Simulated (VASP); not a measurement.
A run of VASP 6.6.1 is set up as follows.

File INCAR:

```
ALGO     = Normal         # electronic algorithm
EDIFF    = 1E-6           # SCF threshold, eV
ENCUT    = 600            # plane-wave cutoff, eV
GGA      = PE             # functional
GGA_COMPAT= False        
ISIF     = 2              # what is computed and relaxed
ISMEAR   = 0              # smearing method
LASPH    = True           # aspherical terms in the spheres
LCHARG   = False          # write CHGCAR
LMAXMIX  = 6              # l up to which the mixer works
LREAL    = False          # projectors in reciprocal space
LWAVE    = False          # write WAVECAR
NBANDS   = 27             # bands
NELM     = 200            # most SCF steps
PREC     = Accurate       # precision mode
SIGMA    = 0.1            # smearing width, eV
```

The input KPOINTS:

```
k-points
0
Gamma
  12 12 8
```

POSCAR

```
Tm2CdC2
1.0
    5.1118721831      0.0000000000      0.0000000000
   -2.5559360915      4.4270111714      0.0000000000
    0.0000000000      0.0000000000      4.5604504848
Tm Cd C
2 1 2
Direct
    0.3333333333      0.6666666667      0.0000000000
    0.6666666667      0.3333333333      0.0000000000
    0.0000000000      0.0000000000      0.5000000000
    0.3333333333      0.6666666667      0.5000000000
    0.6666666667      0.3333333333      0.5000000000
```

Potentials or basis: VASP PAW PBE potentials, release 64 (Tm_3, Cd, C), 4f in core.

Run with:

```console
$ cat potpaw_PBE.64/Tm_3/POTCAR potpaw_PBE.64/Cd/POTCAR potpaw_PBE.64/C/POTCAR > POTCAR
$ mpirun -np 1 vasp_std > vasp.out
```

(1) Predict the pressure.

(2) Predict the band gap on the k mesh.

## Answers

(1) 0.7 GPa.

(2) zero (bands 19 and 20 overlap by 1.24 eV).

Caveat: spin-orbit coupling is left out, which moves the levels of the heavy elements; the 4f electrons are frozen in the core, so they carry no moment and show no levels.
